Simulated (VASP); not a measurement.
Set up this calculation in VASP 6.6.1, as the native input.

| Quantity | Value |
| --- | --- |
| Task | relaxation of volume and atoms at fixed shape |
| Functional | PBEsol |
| Potentials or basis | VASP PAW PBE potentials, release 64 (Sr_sv) |
| Cutoff | 600 eV |
| k mesh | 4 × 4 × 4 |
| Occupations | methfessel-paxton, width 0.1 eV |
| Spin | no spin polarisation |
| Dipole correction | no |
| Further INCAR settings | ALGO = Normal; EDIFF = 1e-06; IBRION = 2; EDIFFG = -0.02; NSW = 80; ISIF = 8 |

The structure of Sr lies in POSCAR:

```
Sr
1.0
    6.0800000000      0.0000000000      0.0000000000
    0.0000000000      6.0800000000      0.0000000000
    0.0000000000      0.0000000000      6.0800000000
Sr
4
Direct
    0.0000000000      0.0000000000      0.0000000000
    0.0000000000      0.5000000000      0.5000000000
    0.5000000000      0.0000000000      0.5000000000
    0.5000000000      0.5000000000      0.0000000000
```

The input as run:

INCAR

```
ALGO = Normal
EDIFF = 1E-6
EDIFFG = -0.02
ENCUT = 600
GGA = PS
IBRION = 2
ISIF = 8
ISMEAR = 1
LASPH = True
LCHARG = False
LREAL = False
LWAVE = False
NELM = 60
NSW = 80
PREC = Accurate
SIGMA = 0.1
```

KPOINTS

```
k-points
0
Gamma
  4 4 4
```

Potentials or basis: VASP PAW PBE potentials, release 64 (Sr_sv).

The run is started by

```bash
$ cat potpaw_PBE.64/Sr_sv/POTCAR > POTCAR
$ mpirun -np 1 vasp_std > vasp.out
```

It gave:

```yaml
Relaxed_volume: 51.98 Å³/atom
Relaxed_cell: a = 5.924 Å, b = 5.924 Å, c = 5.924 Å, α = 90.00°, β = 90.00°, γ = 90.00°
Space_group_after_relaxing_to_0.1_Å: Fm-3m (No. 225)
Energy_gained_by_relaxing: 12.1 meV/atom
Ionic_steps: 3
Pressure_after_relaxing: 0.0 GPa
```

Caveat: the PAW data sets were made with another functional, which shifts forces and pressure a little.

Run time: 4.7 min on 1 thread of Intel Xeon 8259CL, on a shared host, peak memory 0.39 GiB.
